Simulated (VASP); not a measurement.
# Cs8ZnPb8Cl24 (a cell with a defect) in VASP: single point with PBEsol

Aim: the single point of Cs8ZnPb8Cl24 (a cell with a defect) with PBEsol.

All numbers are computed with VASP 6.6.1; they aren't measurements. Logs are shortened: lines on timing, memory, paths and dates and some standing lists are left out, and cuts for length are marked.

## (1) The cell of the first run

The cell holds a defect, 41 atoms: a = 11.234 Å, b = 11.234 Å, c = 11.234 Å, α = 90.00°, β = 90.00°, γ = 90.00°.

## (2) Single point, PBEsol

INCAR

```
PREC     = Accurate       # precision mode
ENCUT    = 400            # plane-wave cutoff, eV
EDIFF    = 1E-6           # SCF threshold, eV
ISMEAR   = -1             # smearing method
SIGMA    = 0.05           # smearing width, eV
LREAL    = Auto         
LASPH    = T              # aspherical terms in the spheres
NELM     = 120            # most SCF steps
ALGO     = Normal         # electronic algorithm
ISIF     = 2              # what is computed and relaxed
LWAVE    = F              # write WAVECAR
LCHARG   = F              # write CHGCAR
GGA      = PS             # functional
NBANDS   = 208            # bands
ISYM     = -1           
GGA_COMPAT= F
```

KPOINTS

```
explicit points
1
Reciprocal
  0.25000000   0.25000000   0.25000000 1
```

POSCAR

```
Cs8ZnPb8Cl24
1.0
   11.2343380000      0.0000000000      0.0000000000
    0.0000000000     11.2343380000      0.0000000000
    0.0000000000      0.0000000000     11.2343380000
Cs Zn Pb Cl
8 1 8 24
Direct
    0.0088730000      0.9746180000      0.0487140000
    0.0239590000      0.0083140000      0.4821190000
    0.9963740000      0.4593350000      0.0341730000
    0.9942480000      0.5018210000      0.5117560000
    0.5163670000      0.9922790000      0.9766130000
    0.5053430000      0.0145170000      0.4547930000
    0.5198500000      0.5438870000      0.9848890000
    0.5232950000      0.5425240000      0.4567330000
    0.3087110000      0.2750190000      0.2365520000
    0.1803640000      0.1632800000      0.8091250000
    0.2606660000      0.7385610000      0.2400190000
    0.2529560000      0.7502860000      0.7383680000
    0.7498500000      0.2516850000      0.2513080000
    0.7458270000      0.2533830000      0.7498380000
    0.7627770000      0.7511200000      0.2425930000
    0.7604430000      0.7588380000      0.7415490000
    0.3347690000      0.3419610000      0.6703890000
    0.1993980000      0.2246560000      0.0747310000
    0.2639020000      0.2408970000      0.4303050000
    0.2791020000      0.7895940000      0.9878790000
    0.2441350000      0.6891480000      0.4911050000
    0.8045410000      0.2152520000      0.9978130000
    0.6819540000      0.2801980000      0.5010860000
    0.7455620000      0.7847920000      0.9924720000
    0.7759520000      0.7220690000      0.4917780000
    0.9774470000      0.2875050000      0.2999240000
    0.9921100000      0.2408890000      0.6745730000
    0.0103150000      0.7071550000      0.2236570000
    0.0082580000      0.8185700000      0.7466830000
    0.4908190000      0.1911350000      0.2039920000
    0.5054020000      0.2730910000      0.8349650000
    0.5125220000      0.7773990000      0.2482950000
    0.5076840000      0.7129720000      0.7276500000
    0.2331430000      0.9684680000      0.2738390000
    0.2956790000      0.9951770000      0.6752750000
    0.3309640000      0.4769260000      0.2172230000
    0.2021520000      0.5059460000      0.7961040000
    0.7876270000      0.0001250000      0.2790970000
    0.7019390000      0.0050460000      0.7155690000
    0.7247460000      0.5023020000      0.2116910000
    0.7902280000      0.5051890000      0.7787300000
```

Potentials or basis: VASP PAW PBE potentials, release 64 (Cs_sv, Zn, Pb_d, Cl).

On the command line:

```
$ cat potpaw_PBE.64/Cs_sv/POTCAR potpaw_PBE.64/Zn/POTCAR potpaw_PBE.64/Pb_d/POTCAR potpaw_PBE.64/Cl/POTCAR > POTCAR
$ mpirun -np 1 vasp_std > vasp.out
```

OUTCAR:

```text
PREC = Accurate
   ENCUT = 400
   EDIFF = 1E-6
   ISMEAR = -1
   LREAL = Auto
   LASPH = T
   NELM = 120
   ISIF = 2
   GGA = PS
   ISYM = -1

 ion  position               nearest neighbor table
   1  0.009  0.975  0.049-
   2  0.024  0.008  0.482-
   3  0.996  0.459  0.034-
   4  0.994  0.502  0.512-
   5  0.516  0.992  0.977-
   6  0.505  0.015  0.455-
   7  0.520  0.544  0.985-
   8  0.523  0.543  0.457-
   9  0.309  0.275  0.237-  18 2.27  19 2.27  30 2.28  36 2.29
  10  0.180  0.163  0.809-  35 2.74  27 2.74  18 3.07  17 3.08
  11  0.261  0.739  0.240-  34 2.63  28 2.84  32 2.86  21 2.88  20 2.90  36 3.05
  12  0.253  0.750  0.738-  20 2.85  29 2.86  21 2.86  37 2.88  35 2.88  33 2.89
  13  0.750  0.252  0.251-  26 2.65  40 2.86  38 2.87  23 2.93  22 2.94  30 3.04
  14  0.746  0.253  0.750-  39 2.86  31 2.87  41 2.89  22 2.89  27 2.90  23 2.90
  15  0.763  0.751  0.243-  25 2.82  32 2.83  28 2.83  38 2.84  24 2.84  40 2.85
  16  0.760  0.759  0.742-  24 2.84  25 2.84  39 2.86  29 2.86  33 2.89  41 2.90
  17  0.335  0.342  0.670-  37 2.76  31 2.77  19 3.03  10 3.08
  18  0.199  0.225  0.075-   9 2.27  10 3.07
  19  0.264  0.241  0.430-   9 2.27  17 3.03
  20  0.279  0.790  0.988-  12 2.85  11 2.90
  21  0.244  0.689  0.491-  12 2.86  11 2.88
  22  0.805  0.215  0.998-  14 2.89  13 2.94
  23  0.682  0.280  0.501-  14 2.90  13 2.93
  24  0.746  0.785  0.992-  16 2.84  15 2.84
  25  0.776  0.722  0.492-  15 2.82  16 2.84
  26  0.977  0.288  0.300-  13 2.65
  27  0.992  0.241  0.675-  10 2.74  14 2.90
  28  0.010  0.707  0.224-  15 2.83  11 2.84
  29  0.008  0.819  0.747-  12 2.86  16 2.86
  30  0.491  0.191  0.204-   9 2.28  13 3.04
  31  0.505  0.273  0.835-  17 2.77  14 2.87
  32  0.513  0.777  0.248-  15 2.83  11 2.86
  33  0.508  0.713  0.728-  16 2.89  12 2.89
  34  0.233  0.968  0.274-  11 2.63
  35  0.296  0.995  0.675-  10 2.74  12 2.88
  36  0.331  0.477  0.217-   9 2.29  11 3.05
  37  0.202  0.506  0.796-  17 2.76  12 2.88
  38  0.788  0.000  0.279-  15 2.84  13 2.87
  39  0.702  0.005  0.716-  16 2.86  14 2.86
  40  0.725  0.502  0.212-  15 2.85  13 2.86
  41  0.790  0.505  0.779-  14 2.89  16 2.90

IMPORTANT INFORMATION: All symmetrisations will be switched off!
NOSYMM: (Re-)initialisation of all symmetry stuff for point group C_1.

----------------------------------------------------------------------------------------

                                     Primitive cell

  volume of cell :    1417.8897

  direct lattice vectors                    reciprocal lattice vectors
    11.234338000  0.000000000  0.000000000     0.089012811  0.000000000  0.000000000
     0.000000000 11.234338000  0.000000000     0.000000000  0.089012811  0.000000000
     0.000000000  0.000000000 11.234338000     0.000000000  0.000000000  0.089012811

  length of vectors
    11.234338000 11.234338000 11.234338000     0.089012811  0.089012811  0.089012811

  position of ions in fractional coordinates (direct lattice)
     0.008873000  0.974618000  0.048714000
     0.023959000  0.008314000  0.482119000
     0.996374000  0.459335000  0.034173000
     0.994248000  0.501821000  0.511756000
     0.516367000  0.992279000  0.976613000
     0.505343000  0.014517000  0.454793000
[... 33 lines left out ...]
     0.724746000  0.502302000  0.211691000
     0.790228000  0.505189000  0.778730000

  ion indices of the primitive-cell ions
   primitive index   ion index
                 1           1
                 2           2
                 3           3
                 4           4
                 5           5
                 6           6
[... 33 lines left out ...]
                40          40
                41          41

----------------------------------------------------------------------------------------

 KPOINTS: explicit points

Read explicit list of k-points.

 Found      1 k-points:

 Following reciprocal coordinates:
            Coordinates               Weight
  0.250000  0.250000  0.250000      1.000000
   k-points           NKPTS =      1   k-points in BZ     NKDIM =      1   number of bands    NBANDS=    208
   number of dos      NEDOS =    301   number of ions     NIONS =     41
   total plane-waves  NPLWV = 512000
   dimension x,y,z NGX =    80 NGY =   80 NGZ =   80
   dimension x,y,z NGXF=   160 NGYF=  160 NGZF=  160
   ions per type =               8   1   8  24
   NGX,Y,Z   is equivalent  to a cutoff of  11.84, 11.84, 11.84 a.u.
   NGXF,Y,Z  is equivalent  to a cutoff of  23.68, 23.68, 23.68 a.u.
 SYSTEM =  unknown system
   PREC   = accura    normal or accurate (medium, high low for compatibility)
   ISTART =      0    job   : 0-new  1-cont  2-samecut
   ICHARG =      2    charge: 1-file 2-atom 10-const
   ISPIN  =      1    spin polarized calculation?
   LNONCOLLINEAR =      F non collinear calculations
   LSORBIT =      F    spin-orbit coupling
   LASPH  =      T    aspherical Exc in radial PAW
   ENCUT  =  400.0 eV  29.40 Ry    5.42 a.u.  18.32 18.32 18.32*2*pi/ulx,y,z
   NELM   =    120;   NELMIN=  2; NELMDL= -5     # of ELM steps
   EDIFF  = 0.1E-05   stopping-criterion for ELM
   LREAL  =      T    real-space projection
   EDIFFG = 0.1E-04   stopping-criterion for IOM
   NSW    =      0    number of steps for IOM
   IBRION =     -1    ionic relax: 0-MD 1-quasi-New 2-CG
   NFREE  =      0    steps in history (QN), initial steepest desc. (CG)
   ISIF   =      2    stress and relaxation
   ISYM   =     -1    0-nonsym 1-usesym 2-fastsym
   POTIM  = 0.5000    time-step for ionic-motion
   TEBEG  =    0.0;   TEEND  =   0.0 temperature during run
   PSTRESS=    0.0 pullay stress
   NELECT =     364.0000    total number of electrons
   NUPDOWN=      -1.0000    fix difference up-down
   EMIN   =  10.00;   EMAX   =-10.00  energy-range for DOS
   EFERMI =   0.00;   METHOD = LEGACY
   ISMEAR =    -1;   SIGMA  =   0.05  broadening in eV -4-tet -1-fermi 0-gaus
   EFERMI_NEDOS =   21; number of points for ismear=-14 and -15
   IALGO  =     38    algorithm
   IMIX   =      4    mixing-type and parameters
     AMIX     =   0.40;   BMIX     =  1.00
     AMIX_MAG =   1.60;   BMIX_MAG =  1.00
  volume/ion in A,a.u.               =      34.58       233.38
  Fermi-wavevector in a.u.,A,eV,Ry     =   1.040466  1.966195 14.729246  1.082569
  Thomas-Fermi vector in A             =   2.175043
   LORBIT       =      0    0 simple, 1 ext, 2 COOP (PROOUT), +10 PAW based schemes
   GGA     = PS    functional components
   LHFCALC =     F    Hartree Fock is set to
   AEXX    =    0.0000 exact exchange contribution
   IVDW    =     0    specifies the selected vdW correction
   LEPSILON=     F    determine dielectric tensor
   LRPA    =     F    only Hartree local field effects (RPA)
 non-spin polarized calculation
  energy-cutoff  :      400.00
  volume of cell :     1417.89
 maximum number of plane-waves:     25731
 NGX is ok and might be reduce to    80
   NGX = 37   NGY = 37   NGZ = 37

 number of electron     363.9999990 magnetization

 Free energy of the ion-electron system (eV)
  ---------------------------------------------------
  ext. energy  EPLUGINS =         0.00000000
  ---------------------------------------------------
  free energy    TOTEN  =      -147.49141352 eV

  energy without entropy =     -147.49141327  energy(sigma->0) =     -147.49141339

 E-fermi :   2.8645     XC(G=0):  -8.0702

 val. band max:        2.0426842924   @ k =   0.2500   0.2500   0.2500
 cond. band min:       3.6892087237   @ k =   0.2500   0.2500   0.2500
 fundamental gap:      1.6465244314
 Fermi energy:         2.8644715350

 k-point     1 :       0.2500    0.2500    0.2500
  band No.  band energies     occupation
      1     -19.3800      2.00000
      2     -19.3785      2.00000
      3     -19.3505      2.00000
      4     -19.3433      2.00000
      5     -19.2955      2.00000
      6     -19.2623      2.00000
[... 186 lines left out ...]
    193       4.6816      0.00000
    194       4.9406      0.00000
 [bands above 194 left out]

------------------------ aborting loop because EDIFF is reached ----------------------------------------

  FORCE on cell =-STRESS in cart. coord.  units (eV):
  Direction    XX          YY          ZZ          XY          YZ          ZX
  --------------------------------------------------------------------------------------
  -------------------------------------------------------------------------------------
  Total       -1.2982285     -1.2007982     -3.5516513      0.1666034     -0.0482312     -0.5852527
  in kB       -1.4669634     -1.3568697     -4.0132706      0.1882574     -0.0545000     -0.6613199
  external PRESSURE =      -2.2790346 kB  Pullay stress =       0.0000000 kB

 VOLUME and BASIS-vectors are now :
 -----------------------------------------------------------------------------
  energy-cutoff  :      400.00
  volume of cell :     1417.89
      direct lattice vectors                 reciprocal lattice vectors
    11.234338000  0.000000000  0.000000000     0.089012811  0.000000000  0.000000000
     0.000000000 11.234338000  0.000000000     0.000000000  0.089012811  0.000000000
     0.000000000  0.000000000 11.234338000     0.000000000  0.000000000  0.089012811

 POSITION                                       TOTAL-FORCE (eV/Angst)
 -----------------------------------------------------------------------------------
      0.09968     10.94919      0.54727        -0.000060     -0.002971     -0.000783
      0.26916      0.09340      5.41629        -0.002025      0.005544      0.005169
     11.19360      5.16032      0.38391         0.004978      0.007589     -0.004840
     11.16972      5.63763      5.74924        -0.000586      0.011180      0.004480
      5.80104     11.14760     10.97160        -0.002218      0.000185     -0.005004
      5.67719      0.16309      5.10930        -0.000464     -0.002327      0.000266
[... 33 lines left out ...]
      8.14204      5.64303      2.37821         0.003827     -0.003160      0.002249
      8.87769      5.67546      8.74852        -0.000834     -0.004544      0.000824
 -----------------------------------------------------------------------------------
    total drift:                                0.002612     -0.000830     -0.003528

  FREE ENERGIE OF THE ION-ELECTRON SYSTEM (eV)
  ---------------------------------------------------
  free  energy   TOTEN  =      -147.4914135221 eV

  energy  without entropy=     -147.4914132666  energy(sigma->0) =     -147.49141339
```

It took 10 min on 1 thread of Intel Xeon Platinum 8259CL at 2.50GHz (Skylake/Cascade Lake), shared host; peak memory 1 GiB.

What came out:

| Item | Value |
| --- | --- |
| Free energy | -147.4914 eV |
| Pressure | -0.2 GPa |
| Largest force | 0.033 eV/Å |
| Band gap on the k mesh | 1.65 eV |

Forces on the atoms (eV/Å):
```
Cs   0.000 -0.003 -0.001
Cs  -0.002  0.006  0.005
Cs   0.005  0.008 -0.005
Cs  -0.001  0.011  0.004
Cs  -0.002  0.000 -0.005
Cs   0.000 -0.002  0.000
Cs  -0.003  0.004 -0.005
Cs   0.004 -0.005  0.003
Zn  -0.004  0.013 -0.016
Pb  -0.011  0.005  0.011
Pb  -0.004 -0.004  0.007
Pb  -0.006  0.008 -0.007
Pb   0.001 -0.005 -0.002
Pb   0.010 -0.015  0.005
Pb  -0.005  0.001 -0.011
Pb   0.006  0.023  0.003
Pb   0.009  0.006  0.003
Cl  -0.007 -0.004 -0.016
Cl  -0.012 -0.012  0.028
Cl   0.000 -0.001  0.000
Cl  -0.001  0.004 -0.003
Cl  -0.004  0.000 -0.004
Cl   0.006 -0.001 -0.004
Cl   0.002 -0.003  0.005
Cl   0.000  0.002  0.002
Cl  -0.012 -0.012 -0.003
Cl  -0.005 -0.005  0.007
Cl   0.003  0.000  0.002
Cl   0.000 -0.008  0.000
Cl   0.030 -0.009 -0.001
Cl  -0.009  0.000  0.000
Cl   0.003 -0.003 -0.003
Cl  -0.001  0.007 -0.001
Cl   0.008  0.003 -0.004
Cl   0.001 -0.007 -0.004
Cl  -0.003  0.010  0.002
Cl   0.000 -0.008  0.004
Cl  -0.002  0.005 -0.002
Cl   0.005 -0.001  0.003
Cl   0.004 -0.003  0.002
Cl  -0.001 -0.005  0.001
```

Caveat: the PAW data sets were made with another functional, which shifts forces and pressure a little; spin-orbit coupling is left out, which moves the levels of the heavy elements.
